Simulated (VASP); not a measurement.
# AlNi3 (Pm-3m) in VASP: further runs, part 2 of 2

VASP 6.6.1. Earlier steps stand in the parts before.

## (4) Single point, PBE, collinear spin, ferromagnetic start

Input file INCAR:

```
SYSTEM = AlNi3
ALGO     = Normal         ! electronic algorithm
EDIFF    = 1E-6           ! SCF threshold, eV
ENCUT    = 520            ! plane-wave cutoff, eV
GGA      = PE             ! functional
ISIF     = 2              ! what is computed and relaxed
ISMEAR   = 0              ! smearing method
ISPIN    = 2              ! spin polarisation
LASPH    = .TRUE.         ! aspherical terms in the spheres
LCHARG   = .FALSE.        ! write CHGCAR
LMAXMIX  = 4              ! l up to which the mixer works
LORBIT   = 11             ! projections on sites
LREAL    = .FALSE.        ! projectors in reciprocal space
LWAVE    = .FALSE.        ! write WAVECAR
MAGMOM   = 1 1 1 0        ! initial moments
NBANDS   = 28             ! bands
NELM     = 150            ! most SCF steps
PREC     = Accurate       ! precision mode
SIGMA    = 0.015          ! smearing width, eV
```

Input file KPOINTS:

```
k-points
0
G
  8 8 8
  0 0 0
```

Input file POSCAR:

```
AlNi3
1.0
    3.5230547267      0.0000000000      0.0000000000
    0.0000000000      3.5230547267      0.0000000000
    0.0000000000      0.0000000000      3.5230547267
Ni Al
3 1
Direct
    0.5000000000      0.5000000000      0.0000000000
    0.5000000000      0.0000000000      0.5000000000
    0.0000000000      0.5000000000      0.5000000000
    0.0000000000      0.0000000000      0.0000000000
```

Potentials or basis: VASP PAW PBE potentials, release 64 (Ni, Al).

Command:

```bash
$ cat potpaw_PBE.64/Ni/POTCAR potpaw_PBE.64/Al/POTCAR > POTCAR
$ mpirun -np 1 vasp_std > vasp.out
```

OUTCAR:

```text
SYSTEM = AlNi3
   EDIFF = 1E-6
   ENCUT = 520
   GGA = PE
   ISIF = 2
   ISMEAR = 0
   ISPIN = 2
   LASPH = .TRUE.
   LORBIT = 11
   LREAL = .FALSE.
   NELM = 150
   PREC = Accurate

 ion  position               nearest neighbor table
   1  0.500  0.500  0.000-   2 2.49   3 2.49   4 2.49   2 2.49   3 2.49   2 2.49   4 2.49   2 2.49
                             3 2.49   4 2.49   3 2.49   4 2.49
   2  0.500  0.000  0.500-   1 2.49   3 2.49   4 2.49   1 2.49   4 2.49   1 2.49   3 2.49   1 2.49
                             3 2.49   4 2.49   4 2.49   3 2.49
   3  0.000  0.500  0.500-   1 2.49   2 2.49   4 2.49   1 2.49   4 2.49   2 2.49   4 2.49   4 2.49
                             1 2.49   2 2.49   1 2.49   2 2.49
   4  0.000  0.000  0.000-   1 2.49   2 2.49   3 2.49   2 2.49   3 2.49   1 2.49   3 2.49   3 2.49
                             1 2.49   2 2.49   2 2.49   1 2.49

  LATTYP: Found a simple cubic cell.
 ALAT       =     3.5230547267

  Lattice vectors:

 A1 = (   3.5230547267,   0.0000000000,   0.0000000000)
 A2 = (   0.0000000000,   3.5230547267,   0.0000000000)
 A3 = (   0.0000000000,   0.0000000000,   3.5230547267)
[... 1693 lines left out ...]
     28      25.2871      0.00000

 [... further k-points ...]
[... 5 lines left out ...]
  --------------------------------------------------------------------------------------
  -------------------------------------------------------------------------------------
  Total        2.0083804      2.0083804      2.0083804     -0.0000000     -0.0000000      0.0000000
  in kB       73.5865405     73.5865405     73.5865405     -0.0000000     -0.0000000      0.0000000
  external PRESSURE =      73.5865405 kB  Pullay stress =       0.0000000 kB

 VOLUME and BASIS-vectors are now :
 -----------------------------------------------------------------------------
  energy-cutoff  :      520.00
  volume of cell :       43.73
      direct lattice vectors                 reciprocal lattice vectors
     3.523054727  0.000000000  0.000000000     0.283844583  0.000000000  0.000000000
     0.000000000  3.523054727  0.000000000     0.000000000  0.283844583  0.000000000
     0.000000000  0.000000000  3.523054727     0.000000000  0.000000000  0.283844583

 POSITION                                       TOTAL-FORCE (eV/Angst)
 -----------------------------------------------------------------------------------
      1.76153      1.76153      0.00000         0.000000      0.000000      0.000000
      1.76153      0.00000      1.76153         0.000000      0.000000      0.000000
      0.00000      1.76153      1.76153         0.000000      0.000000      0.000000
      0.00000      0.00000      0.00000         0.000000      0.000000      0.000000
 -----------------------------------------------------------------------------------
    total drift:                                0.000000      0.000000      0.000000

  FREE ENERGIE OF THE ION-ELECTRON SYSTEM (eV)
  ---------------------------------------------------
  free  energy   TOTEN  =       -21.8568108206 eV

  energy  without entropy=      -21.8564537148  energy(sigma->0) =      -21.85663227

 total charge

# of ion       s       p       d       tot
------------------------------------------
    1        0.507   0.546   8.394   9.448
    2        0.507   0.546   8.394   9.448
    3        0.507   0.546   8.394   9.448
    4        0.413   0.405   0.000   0.818
--------------------------------------------------
tot          1.935   2.044  25.182  29.161

 magnetization (x)

# of ion       s       p       d       tot
------------------------------------------
    1       -0.003  -0.011   0.284   0.269
    2       -0.003  -0.011   0.284   0.269
    3       -0.003  -0.011   0.284   0.269
    4       -0.001  -0.008   0.000  -0.009
--------------------------------------------------
tot         -0.011  -0.042   0.852   0.798
```

OSZICAR:

```text
N       E                     dE             d eps       ncg     rms          rms(c)
DAV:   1     0.194975755799E+03    0.19498E+03   -0.14103E+04  4008   0.154E+03
DAV:   2    -0.131398558026E+02   -0.20812E+03   -0.19254E+03  3932   0.293E+02
DAV:   3    -0.256645746824E+02   -0.12525E+02   -0.11772E+02  4368   0.897E+01
DAV:   4    -0.258945885220E+02   -0.23001E+00   -0.22962E+00  4588   0.117E+01
DAV:   5    -0.259029916724E+02   -0.84032E-02   -0.84022E-02  4680   0.197E+00    0.205E+01
DAV:   6    -0.266429242226E+02   -0.73993E+00   -0.32210E+01  4556   0.101E+02    0.207E+01
DAV:   7    -0.219246638514E+02    0.47183E+01   -0.11401E+01  4632   0.549E+01    0.281E+00
DAV:   8    -0.218813202306E+02    0.43344E-01   -0.20026E-01  4352   0.327E+00    0.151E+00
DAV:   9    -0.218571419117E+02    0.24178E-01   -0.17995E-02  5432   0.187E+00    0.698E-01
DAV:  10    -0.218564857888E+02    0.65612E-03   -0.20333E-03  5172   0.522E-01    0.254E-01
DAV:  11    -0.218568348808E+02   -0.34909E-03   -0.67172E-04  5136   0.392E-01    0.837E-02
DAV:  12    -0.218567961032E+02    0.38778E-04   -0.10448E-04  4656   0.110E-01    0.622E-02
DAV:  13    -0.218568097759E+02   -0.13673E-04   -0.16590E-05  4572   0.501E-02    0.298E-02
DAV:  14    -0.218568110947E+02   -0.13189E-05   -0.15008E-06  3060   0.173E-02    0.104E-02
DAV:  15    -0.218568108206E+02    0.27416E-06   -0.72953E-07  2364   0.127E-02
   1 F= -.21856811E+02 E0= -.21856632E+02  d E =-.357106E-03  mag=     0.7561
```

Wall time 50 s (1 thread of AMD EPYC 9R45 (Zen 5), shared host); peak memory 0.18 GiB.

What came out:

```
Free energy                                           : -21.8568 eV
Pressure                                              : 7.4 GPa
Net moment                                            : 0.75 μB per cell
Site moments                                          : Ni +0.27; Al -0.01 μB
Valence electrons inside the program's atomic spheres : Ni 9.45; Al 0.82
```

Levels at points of the mesh, in eV from the Fermi level:
Spin up:
| k point | band 15 | band 16 | band 17 | band 18 | band 19 | band 20 |
| --- | --- | --- | --- | --- | --- | --- |
| (0.00, 0.00, 0.00) | -0.09 | -0.09 | 0.89 | 0.89 | 0.89 | 6.73 |
| (0.50, 0.00, 0.00) | -1.08 | -0.52 | -0.09 | 5.66 | 5.66 | 5.69 |
| (0.50, 0.50, 0.00) | -1.03 | -1.00 | -0.59 | 0.87 | 0.87 | 8.32 |
| (0.50, 0.50, 0.50) | -1.10 | -0.27 | -0.27 | -0.27 | -0.20 | 3.57 |
Spin down:
```
           k point  band 13  band 14  band 15  band 16  band 17  band 18  band 19  band 20
(0.00, 0.00, 0.00)     0.03     0.38     0.38     0.38     0.85     0.85     0.85     6.82
(0.50, 0.00, 0.00)    -0.94    -0.94    -0.83    -0.33     0.38     5.71     5.71     5.74
(0.50, 0.50, 0.00)    -1.17    -1.11    -0.80    -0.59    -0.45     1.18     1.18     8.36
(0.50, 0.50, 0.50)    -1.19    -0.91    -0.91    -0.23     0.13     0.13     0.13     3.67
```

## (5) The runs side by side

```csv
smearing,gap on the mesh (eV),pressure (GPa),moment (μB)
gaussian 0.013 eV,none,7.4,0.75
gaussian 0.014 eV,none,7.4,0.75
gaussian 0.015 eV,none,7.4,0.75
```

Alike in all rows: task single point; level PBE; potentials or basis VASP PAW PBE potentials, release 64 (Ni, Al); spin collinear, ferromagnetic start; cell as given; k mesh 8 × 8 × 8; cutoff (eV) 520.

Every run on the cell as given and a fine mesh finds a metal.

Total energies depend on the potentials used, so only differences within one code and one set of settings carry meaning.
